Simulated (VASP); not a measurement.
# SiC (P6_3mc) in VASP: further runs

Aim: see how the results for SiC move with the level of theory and the settings. Levels: r2SCAN, PBE. Tasks: single point.

Program: VASP 6.6.1. These are calculated values, not measurements. Logs are shortened: lines on timing, memory, paths and dates and some standing lists are left out, and cuts for length are marked.

### Step 1. The cell of the first run

The structure is hexagonal, space group P6_3mc (No. 186). Conventional cell: a = 3.170 Å, b = 3.170 Å, c = 10.026 Å, α = 90.00°, β = 90.00°, γ = 120.00°. Si (site symmetry 3m) has 4 C at 1.89 to 1.93 Å within 2.5 Å. Si (site symmetry 3m) has 4 C at 1.90 to 1.93 Å within 2.5 Å. C (site symmetry 3m) has 4 Si at 1.89 to 1.93 Å within 2.5 Å. Within 2.5 Å of C (site symmetry 3m) lie 4 Si at 1.90 to 1.93 Å.

### Step 2. Single point, r2SCAN (epitaxial xy strain +3.0%)

The input, POSCAR:

```
SiC
1.0
    3.1698816840      0.0000000000      0.0000000000
   -1.5849408420      2.7451980654      0.0000000000
    0.0000000000      0.0000000000     10.0263391721
Si C
4 4
Direct
    0.0000000000      0.0000000000     -0.0008671590
    0.3333333333      0.6666666667      0.2492476495
    0.0000000000      0.0000000000      0.4991328410
    0.6666666667      0.3333333333      0.7492476495
    0.0000000000      0.0000000000      0.1878906574
    0.3333333333      0.6666666667      0.4387288522
    0.0000000000      0.0000000000      0.6878906574
    0.6666666667      0.3333333333      0.9387288522
```

The input, INCAR.step1:

```
PREC     = Accurate       # precision mode
ENCUT    = 520            # plane-wave cutoff, eV
ISMEAR   = 0              # smearing method
SIGMA    = 0.01           # smearing width, eV
LREAL    = F              # projectors in reciprocal space
LASPH    = T              # aspherical terms in the spheres
NELM     = 100            # most SCF steps
NBANDS   = 26             # bands
GGA      = PE             # functional
ALGO     = Normal         # electronic algorithm
EDIFF    = 1E-4           # SCF threshold, eV
LWAVE    = T              # write WAVECAR
LCHARG   = F              # write CHGCAR
```

The input, INCAR.step2:

```
PREC     = Accurate       # precision mode
ENCUT    = 520            # plane-wave cutoff, eV
EDIFF    = 1E-7           # SCF threshold, eV
ISMEAR   = 0              # smearing method
SIGMA    = 0.01           # smearing width, eV
LREAL    = F              # projectors in reciprocal space
LASPH    = T              # aspherical terms in the spheres
NELM     = 100            # most SCF steps
ALGO     = Normal         # electronic algorithm
ISIF     = 2              # what is computed and relaxed
LWAVE    = F              # write WAVECAR
LCHARG   = F              # write CHGCAR
METAGGA  = R2SCAN         # meta-GGA
LMIXTAU  = T            
NBANDS   = 26             # bands
ISTART   = 1
```

The input, KPOINTS:

```
Automatic mesh
0
Gamma
  12 12 4
```

Potentials or basis: VASP PAW PBE potentials, release 64 (Si, C).

Run with:

```sh
cat potpaw_PBE.64/Si/POTCAR potpaw_PBE.64/C/POTCAR > POTCAR
cp INCAR.step1 INCAR
mpirun -np 1 vasp_std > vasp.out
cp INCAR.step2 INCAR
mpirun -np 1 vasp_std > vasp.out
```

OUTCAR:

```text
PREC = Accurate
   ENCUT = 520
   EDIFF = 1E-7
   ISMEAR = 0
   LREAL = F
   LASPH = T
   NELM = 100
   ISIF = 2
   METAGGA = R2SCAN
   ISTART = 1

 ion  position               nearest neighbor table
   1  0.000  0.000  0.999-   5 1.89   8 1.93   8 1.93   8 1.93   4 3.10   4 3.10   4 3.10   2 3.10
                             2 3.10   2 3.10
   2  0.333  0.667  0.249-   6 1.90   5 1.93   5 1.93   5 1.93   3 3.10   3 3.10   3 3.10   1 3.10
                             1 3.10   1 3.10
   3  0.000  0.000  0.499-   7 1.89   6 1.93   6 1.93   6 1.93   2 3.10   2 3.10   2 3.10   4 3.10
                             4 3.10   4 3.10
   4  0.667  0.333  0.749-   8 1.90   7 1.93   7 1.93   7 1.93   1 3.10   1 3.10   1 3.10   3 3.10
                             3 3.10   3 3.10
   5  0.000  0.000  0.188-   1 1.89   2 1.93   2 1.93   2 1.93
   6  0.333  0.667  0.439-   2 1.90   3 1.93   3 1.93   3 1.93
   7  0.000  0.000  0.688-   3 1.89   4 1.93   4 1.93   4 1.93
   8  0.667  0.333  0.939-   4 1.90   1 1.93   1 1.93   1 1.93

  LATTYP: Found a hexagonal cell.
 ALAT       =     3.1698816840
 C/A-ratio  =     3.1630010744

  Lattice vectors:

 A1 = (   3.1698816840,   0.0000000000,   0.0000000000)
 A2 = (  -1.5849408420,   2.7451980654,   0.0000000000)
 A3 = (   0.0000000000,   0.0000000000,  10.0263391721)

Analysis of symmetry for initial positions (statically):
=====================================================================
 Subroutine PRICEL returns:
 Original cell was already a primitive cell.

 Routine SETGRP: Setting up the symmetry group for a
 hexagonal supercell.

 Subroutine GETGRP returns: Found 12 space group operations
 (whereof  6 operations were pure point group operations)
 out of a pool of 24 trial point group operations.

The static configuration has the point symmetry C_3v.
 The point group associated with its full space group is C_6v.

Analysis of symmetry for dynamics (positions and initial velocities):
=====================================================================
 Subroutine PRICEL returns:
 Original cell was already a primitive cell.

 Routine SETGRP: Setting up the symmetry group for a
 hexagonal supercell.

 Subroutine GETGRP returns: Found 12 space group operations
 (whereof  6 operations were pure point group operations)
 out of a pool of 24 trial point group operations.

The dynamic configuration has the point symmetry C_3v.
 The point group associated with its full space group is C_6v.

 Subroutine INISYM returns: Found 12 space group operations
 (whereof  6 operations are pure point group operations),
 and found     1 'primitive' translations

----------------------------------------------------------------------------------------

                                     Primitive cell

  volume of cell :      87.2487

  direct lattice vectors                    reciprocal lattice vectors
     3.169881684  0.000000000  0.000000000     0.315469188  0.182136220  0.000000000
    -1.584940842  2.745198065  0.000000000     0.000000000  0.364272441  0.000000000
     0.000000000  0.000000000 10.026339172     0.000000000  0.000000000  0.099737300

  length of vectors
     3.169881684  3.169881684 10.026339172     0.364272441  0.364272441  0.099737300

  position of ions in fractional coordinates (direct lattice)
     0.000000000  0.000000000  0.999132841
     0.333333333  0.666666667  0.249247649
     0.000000000  0.000000000  0.499132841
     0.666666667  0.333333333  0.749247649
     0.000000000  0.000000000  0.187890657
     0.333333333  0.666666667  0.438728852
     0.000000000  0.000000000  0.687890657
     0.666666667  0.333333333  0.938728852

  ion indices of the primitive-cell ions
   primitive index   ion index
                 1           1
                 2           2
                 3           3
                 4           4
                 5           5
                 6           6
                 7           7
                 8           8

----------------------------------------------------------------------------------------

 KPOINTS: Automatic mesh

Automatic generation of k-mesh.
 Grid dimensions read from file:
 generate k-points for:   12   12    4

 Generating k-lattice:

  Cartesian coordinates                     Fractional coordinates (reciprocal lattice)
     0.026289099  0.015178018  0.000000000     0.083333333  0.000000000  0.000000000
     0.000000000  0.030356037  0.000000000     0.000000000  0.083333333  0.000000000
     0.000000000  0.000000000  0.024934325     0.000000000  0.000000000  0.250000000

  Length of vectors
     0.030356037  0.030356037  0.024934325

  Shift w.r.t. Gamma in fractional coordinates (k-lattice)
     0.000000000  0.000000000  0.000000000

 Subroutine IBZKPT returns following result:
 ===========================================

 Found     57 irreducible k-points:

 Following reciprocal coordinates:
            Coordinates               Weight
  0.000000  0.000000  0.000000      1.000000
  0.083333 -0.000000  0.000000      6.000000
  0.166667 -0.000000  0.000000      6.000000
  0.250000 -0.000000  0.000000      6.000000
  0.333333 -0.000000  0.000000      6.000000
  0.416667  0.000000  0.000000      6.000000
[... 16 lines left out ...]
  0.250000 -0.000000  0.250000     12.000000
  0.333333 -0.000000  0.250000     12.000000
 [... further k-points ...]
   k-points           NKPTS =     57   k-points in BZ     NKDIM =     57   number of bands    NBANDS=     26
   number of dos      NEDOS =    301   number of ions     NIONS =      8
   total plane-waves  NPLWV =  46080
   dimension x,y,z NGX =    24 NGY =   24 NGZ =   80
   dimension x,y,z NGXF=    48 NGYF=   48 NGZF=  160
   ions per type =               4   4
   NGX,Y,Z   is equivalent  to a cutoff of  12.59, 12.59, 13.26 a.u.
   NGXF,Y,Z  is equivalent  to a cutoff of  25.17, 25.17, 26.53 a.u.
 SYSTEM =  unknown system
   PREC   = accura    normal or accurate (medium, high low for compatibility)
   ISTART =      1    job   : 0-new  1-cont  2-samecut
   ICHARG =      0    charge: 1-file 2-atom 10-const
   ISPIN  =      1    spin polarized calculation?
   LNONCOLLINEAR =      F non collinear calculations
   LSORBIT =      F    spin-orbit coupling
   LASPH  =      T    aspherical Exc in radial PAW
   ENCUT  =  520.0 eV  38.22 Ry    6.18 a.u.   5.89  5.89 18.64*2*pi/ulx,y,z
   NELM   =    100;   NELMIN=  2; NELMDL=  0     # of ELM steps
   EDIFF  = 0.1E-06   stopping-criterion for ELM
   LREAL  =      F    real-space projection
   EDIFFG = 0.1E-05   stopping-criterion for IOM
   NSW    =      0    number of steps for IOM
   IBRION =     -1    ionic relax: 0-MD 1-quasi-New 2-CG
   NFREE  =      0    steps in history (QN), initial steepest desc. (CG)
   ISIF   =      2    stress and relaxation
   ISYM   =      2    0-nonsym 1-usesym 2-fastsym
   POTIM  = 0.5000    time-step for ionic-motion
   TEBEG  =    0.0;   TEEND  =   0.0 temperature during run
   PSTRESS=    0.0 pullay stress
   NELECT =      32.0000    total number of electrons
   NUPDOWN=      -1.0000    fix difference up-down
   EMIN   =  10.00;   EMAX   =-10.00  energy-range for DOS
   EFERMI =   0.00;   METHOD = LEGACY
   ISMEAR =     0;   SIGMA  =   0.01  broadening in eV -4-tet -1-fermi 0-gaus
   EFERMI_NEDOS =   21; number of points for ismear=-14 and -15
   IALGO  =     38    algorithm
   IMIX   =      4    mixing-type and parameters
     AMIX     =   0.40;   BMIX     =  1.00
     AMIX_MAG =   1.60;   BMIX_MAG =  1.00
  volume/ion in A,a.u.               =      10.91        73.60
  Fermi-wavevector in a.u.,A,eV,Ry     =   1.171849  2.214474 18.683940  1.373231
  Thomas-Fermi vector in A             =   2.308287
   LORBIT       =      0    0 simple, 1 ext, 2 COOP (PROOUT), +10 PAW based schemes
   METAGGA = R2SCAN    functional components
   LHFCALC =     F    Hartree Fock is set to
   AEXX    =    0.0000 exact exchange contribution
   IVDW    =     0    specifies the selected vdW correction
   LEPSILON=     F    determine dielectric tensor
   LRPA    =     F    only Hartree local field effects (RPA)
 non-spin polarized calculation
 Gauss-broadening in eV      SIGMA  =   0.01
  energy-cutoff  :      520.00
  volume of cell :       87.25
 maximum number of plane-waves:      2376
 NGX is ok and might be reduce to    24
   NGX = 11   NGY = 11   NGZ = 37

 number of electron      32.0000003 magnetization

 Free energy of the ion-electron system (eV)
  ---------------------------------------------------
  ext. energy  EPLUGINS =         0.00000000
  ---------------------------------------------------
  free energy    TOTEN  =       -77.03341986 eV

  energy without entropy =      -77.03341986  energy(sigma->0) =      -77.03341986

 E-fermi :   7.7130     XC(G=0): -11.6949

 val. band max:        7.6092878739   @ k =   0.0000   0.0000   0.0000
 cond. band min:      10.0025644899   @ k =   0.5000  -0.0000   0.0000
 fundamental gap:      2.3932766160
 Fermi energy:         7.7130433661

 k-point     1 :       0.0000    0.0000    0.0000
  band No.  band energies     occupation
      1      -8.3728      2.00000
      2      -7.1443      2.00000
      3      -7.0995      2.00000
      4      -4.6864      2.00000
      5      -1.0333      2.00000
      6       3.2824      2.00000
[... 18 lines left out ...]
     25      15.5513      0.00000
     26      15.5884      0.00000

 k-point     2 :       0.0833   -0.0000    0.0000
  band No.  band energies     occupation
      1      -8.2561      2.00000
      2      -7.0325      2.00000
      3      -6.9871      2.00000
      4      -4.5925      2.00000
      5      -0.9298      2.00000
      6       3.2852      2.00000
[... 18 lines left out ...]
     25      15.1430      0.00000
     26      15.5977      0.00000

 k-point     3 :       0.1667   -0.0000    0.0000
  band No.  band energies     occupation
      1      -7.9098      2.00000
      2      -6.7021      2.00000
      3      -6.6546      2.00000
      4      -4.3223      2.00000
      5      -0.6316      2.00000
      6       3.0867      2.00000
[... 18 lines left out ...]
     25      15.5504      0.00000
     26      15.8467      0.00000

 k-point     4 :       0.2500   -0.0000    0.0000
  band No.  band energies     occupation
      1      -7.3458      2.00000
      2      -6.1717      2.00000
      3      -6.1196      2.00000
      4      -3.9234      2.00000
      5      -0.2036      2.00000
      6       1.9782      2.00000
[... 18 lines left out ...]
     25      16.1923      0.00000
     26      16.5754      0.00000
[... 496 lines left out ...]
      1      -7.8307      2.00000
      2      -7.2077      2.00000
      3      -6.0288      2.00000
      4      -4.6360      2.00000
      5      -0.2095      2.00000
      6       1.9659      2.00000
[... 18 lines left out ...]
     25      15.6907      0.00000
     26      15.7226      0.00000

 k-point    23 :       0.2500   -0.0000    0.2500
  band No.  band energies     occupation
      1      -7.2684      2.00000
      2      -6.6602      2.00000
      3      -5.5187      2.00000
      4      -4.2068      2.00000
      5       0.1318      2.00000
      6       1.6030      2.00000
[... 18 lines left out ...]
     25      16.4075      0.00000
     26      16.6164      0.00000

 k-point    24 :       0.3333   -0.0000    0.2500
  band No.  band energies     occupation
      1      -6.5196      2.00000
      2      -5.9420      2.00000
      3      -4.8828      2.00000
      4      -3.7540      2.00000
      5       0.0526      2.00000
      6       0.5398      2.00000
[... 18 lines left out ...]
     25      16.5178      0.00000
     26      16.9806      0.00000

 [... further k-points ...]

------------------------ aborting loop because EDIFF is reached ----------------------------------------

  FORCE on cell =-STRESS in cart. coord.  units (eV):
  Direction    XX          YY          ZZ          XY          YZ          ZX
  --------------------------------------------------------------------------------------
  -------------------------------------------------------------------------------------
  Total       -9.0633890     -9.0633890     -0.0242971      0.0000000      0.0000000      0.0000000
  in kB     -166.4340090   -166.4340090     -0.4461764      0.0000000      0.0000000      0.0000000
  external PRESSURE =    -111.1047314 kB  Pullay stress =       0.0000000 kB

 VOLUME and BASIS-vectors are now :
 -----------------------------------------------------------------------------
  energy-cutoff  :      520.00
  volume of cell :       87.25
      direct lattice vectors                 reciprocal lattice vectors
     3.169881684  0.000000000  0.000000000     0.315469188  0.182136220  0.000000000
    -1.584940842  2.745198065  0.000000000     0.000000000  0.364272441  0.000000000
     0.000000000  0.000000000 10.026339172     0.000000000  0.000000000  0.099737300

 POSITION                                       TOTAL-FORCE (eV/Angst)
 -----------------------------------------------------------------------------------
      0.00000      0.00000     10.01764         0.000000      0.000000      0.001621
     -0.00000      1.83013      2.49904         0.000000     -0.000000      0.001970
      0.00000      0.00000      5.00448        -0.000000     -0.000000      0.001621
      1.58494      0.91507      7.51221        -0.000000     -0.000000      0.001970
      0.00000      0.00000      1.88386        -0.000000      0.000000     -0.000754
     -0.00000      1.83013      4.39884        -0.000000      0.000000     -0.002836
      0.00000      0.00000      6.89703        -0.000000      0.000000     -0.000754
      1.58494      0.91507      9.41201        -0.000000      0.000000     -0.002836
 -----------------------------------------------------------------------------------
    total drift:                                0.000000      0.000000      0.000442

  FREE ENERGIE OF THE ION-ELECTRON SYSTEM (eV)
  ---------------------------------------------------
  free  energy   TOTEN  =       -77.0334198555 eV

  energy  without entropy=      -77.0334198555  energy(sigma->0) =      -77.03341986
```

It used 940 s of CPU time on 1 thread of AMD EPYC 7R13 Processor (Zen 3) (shared host).

What came out:

| Item | Value |
| --- | --- |
| Free energy | -77.0334 eV |
| Pressure | -11.1 GPa |
| Band gap on the k mesh | 2.39 eV, indirect (least direct gap 3.67 eV) |

Forces on the atoms (eV/Å):
```
Si   0.000  0.000  0.002
Si   0.000  0.000  0.002
Si   0.000  0.000  0.002
Si   0.000  0.000  0.002
C    0.000  0.000 -0.001
C    0.000  0.000 -0.003
C    0.000  0.000 -0.001
C    0.000  0.000 -0.003
```

Stress tensor (GPa, compression positive):
```
-16.64   0.00   0.00
  0.00 -16.64   0.00
  0.00   0.00  -0.04
```

Levels at points of the mesh, in eV from the valence-band top:
```tsv
k point	band 13	band 14	band 15	band 16	band 17	band 18	band 19	band 20
(0.00, 0.00, 0.00)	-0.90	-0.21	-0.21	0.00	4.50	5.15	5.87	6.08
(0.50, 0.00, 0.00)	-2.65	-2.22	-1.60	-1.28	2.39	2.53	4.26	4.96
(0.00, 0.00, 0.50)	-0.46	-0.46	-0.46	-0.46	4.73	4.73	6.28	6.28
(0.50, 0.00, 0.50)	-2.54	-2.54	-1.76	-1.76	2.74	2.74	4.47	4.47
```

Caveat: the cell differs from its parent crystal (epitaxial xy strain +3.0%); the PAW data sets were made with another functional, which shifts forces and pressure a little. A k mesh can miss the band edges.

### Step 3. Single point, PBE (epitaxial xy strain -3.0%)

The input, INCAR:

```
PREC = Accurate
ENCUT = 520
EDIFF = 1E-7
ISMEAR = -1
SIGMA = 0.02
LREAL = F
LASPH = T
NELM = 80
ALGO = Normal
ISIF = 2
LWAVE = F
LCHARG = T
GGA = PE
LELF = T
LVHAR = T
NBANDS = 26
```

KPOINTS is that of step 2.

The input, POSCAR:

```
SiC
1.0
    2.9852283820      0.0000000000      0.0000000000
   -1.4926141910      2.5852836149      0.0000000000
    0.0000000000      0.0000000000     10.1343944590
Si C
4 4
Direct
    0.0000000000      0.0000000000      0.0008645021
    0.3333333333      0.6666666667      0.2508640425
    0.0000000000      0.0000000000      0.5008645021
    0.6666666667      0.3333333333      0.7508640425
    0.0000000000      0.0000000000      0.1863790325
    0.3333333333      0.6666666667      0.4368924229
    0.0000000000      0.0000000000      0.6863790325
    0.6666666667      0.3333333333      0.9368924229
```

Potentials or basis: VASP PAW PBE potentials, release 64 (Si, C).

Run with:

```sh
cat potpaw_PBE.64/Si/POTCAR potpaw_PBE.64/C/POTCAR > POTCAR
mpirun -np 1 vasp_std > vasp.out
```

It took 55 s on 1 thread of Intel Xeon 6975P-C (Granite Rapids), shared host; peak memory 0.24 GiB.

The run converged. Its results:

* Free energy: -59.8341 eV
* Pressure: 17.5 GPa
* Largest force: 0.048 eV/Å
* Band gap on the k mesh: 1.96 eV, indirect (least direct gap 3.20 eV)

Forces in eV/Å, atoms in the order of the input:
```
Si   0.000  0.000  0.047
Si   0.000  0.000  0.043
Si   0.000  0.000  0.047
Si   0.000  0.000  0.043
C    0.000  0.000 -0.041
C    0.000  0.000 -0.048
C    0.000  0.000 -0.041
C    0.000  0.000 -0.048
```

Stress tensor (GPa, compression positive):
```
24.34  0.00  0.00
 0.00 24.34  0.00
 0.00  0.00  3.90
```

Levels at points of the mesh, in eV from the valence-band top:
```csv
k point,band 14,band 15,band 16,band 17,band 18,band 19
"(0.00, 0.00, 0.00)",-0.47,0.00,0.00,5.93,6.15,6.52
"(0.50, 0.00, 0.00)",-2.41,-1.93,-1.24,1.96,2.40,4.42
"(0.00, 0.00, 0.50)",-0.18,-0.18,-0.18,6.20,6.20,7.19
"(0.50, 0.00, 0.50)",-2.83,-1.64,-1.64,2.58,2.58,4.18
```

Caveat: the cell differs from its parent crystal (epitaxial xy strain -3.0%). A k mesh can miss the band edges.
